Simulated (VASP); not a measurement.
Wanted: the native input for a VASP 6.6.1 run.

- Task: relaxation of cell and atoms
- Functional: LDA
- Potentials or basis: VASP PAW LDA potentials, release 64 (Os)
- Cutoff: 600 eV
- k mesh: 9 × 9 × 9
- Occupations: gaussian, width 0.1 eV
- Spin: no spin polarisation
- Dipole correction: no
- Further INCAR settings: ALGO = Normal; EDIFF = 1e-07; IBRION = 2; EDIFFG = -0.02; NSW = 60; ISIF = 3

The structure of Os lies in POSCAR:

```
Os
1.0
    2.4900000000      0.0000000000      0.0000000000
    0.0000000000      2.4900000000      0.0000000000
    0.0000000000      0.0000000000      2.4900000000
Os
1
Direct
    0.0000000000      0.0000000000      0.0000000000
```

One way to write it, as run:

INCAR

```
PREC = Accurate ; ENCUT = 600
EDIFF = 1E-7 ; ISMEAR = 0
SIGMA = 0.1 ; LREAL = F
LASPH = T ; NELM = 120
ALGO = Normal ; ISIF = 3
LWAVE = F ; LCHARG = F
IBRION = 2 ; NSW = 60
EDIFFG = -0.02 ; GGA_COMPAT = F
NELMIN = 4
```

KPOINTS

```
Automatic mesh
0
Gamma
  9 9 9
```

Potentials or basis: VASP PAW LDA potentials, release 64 (Os).

Run with:

```bash
$ cat potpaw_LDA.64/Os/POTCAR > POTCAR
$ mpirun -np 1 vasp_std > vasp.out
```

Results of the run:

```json
{"Relaxed volume": "15.93 Å³/atom", "Relaxed cell": "a = 2.516 Å, b = 2.516 Å, c = 2.516 Å, α = 90.00°, β = 90.00°, γ = 90.00°", "Space group after relaxing (to 0.05 Å)": "Pm-3m (No. 221)", "Energy gained by relaxing": "16.1 meV/atom", "Ionic steps": "4", "Pressure after relaxing": "0.0 GPa", "Band gap on the k mesh": "zero (band 4 reaches 12.06 eV, above the bottom of band 5 at 6.71 eV)"}
```

Caveat: spin-orbit coupling is left out, which moves the levels of the heavy elements.

It took 16 s on 1 thread of AMD EPYC 7R13, on a shared host, peak memory 0.1 GiB.
